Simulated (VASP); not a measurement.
The system is InP.

```
In P
1.0
     0.00000    2.95381    2.95381
     2.95381    0.00000    2.95381
     2.95381    2.95381    0.00000
In P
1 1
Direct
  0.00000 0.00000 0.00000
  0.25000 0.25000 0.25000
```

Base run:

```yaml
Program: VASP 6.6.1
Functional: r2SCAN
Potentials_or_basis: VASP PAW PBE potentials, release 64 (In_d, P)
Cutoff: 520 eV
k_mesh: 8 × 8 × 8
Occupations: gaussian, width 0.01 eV
Spin: no spin polarisation
```

Its results: band gap on the k mesh 1.03 eV, direct; pressure -0.1 GPa.

The run is repeated on the same cell with these changes: functional from r2SCAN to PBE. What comes out?

Band gap on the k mesh 0.58 eV, direct; pressure 1.6 GPa.

r2SCAN gives the wider gap, since meta-GGAs in the generalised Kohn-Sham scheme recover part of the derivative discontinuity.

Caveats: spin-orbit coupling is left out, which moves the levels of the heavy elements; the PAW data sets were made with another functional, which shifts forces and pressure a little (some runs).

